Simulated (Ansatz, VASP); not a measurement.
## BN: VASP beside Ansatz

```
B N
1.0
     0.00000    1.80760    1.80760
     1.80760    0.00000    1.80760
     1.80760    1.80760    0.00000
B N
1 1
Direct
  0.00000 0.00000 0.00000
  0.25000 0.25000 0.25000
```

Alike in both runs: task single point; functional PBEsol; k mesh 10 × 10 × 10; no spin polarisation.

|  | VASP | Ansatz |
| --- | --- | --- |
| version | VASP 6.6.1 | Ansatz 0.2.0 |
| potentials or method | VASP PAW PBE potentials, release 64 (B, N), cutoff 600 eV | scalar-relativistic, plane waves, PAW |
| occupations | gaussian, width 0.01 eV | fixed |
| valence electrons in the cell | 8 | 8 |

Ansatz gave:

```
gap on the k mesh at the Fermi level (eV) : 4.29
least direct gap on the mesh (eV)         : 8.77
pressure (GPa)                            : -3.0
```

**Question.** What did VASP give for the same quantities?

**Answer.** gap on the k mesh at the Fermi level (eV): 4.28; least direct gap on the mesh (eV): 8.76; pressure (GPa): -2.7.

VASP's potentials were made for PBE, not for PBEsol.
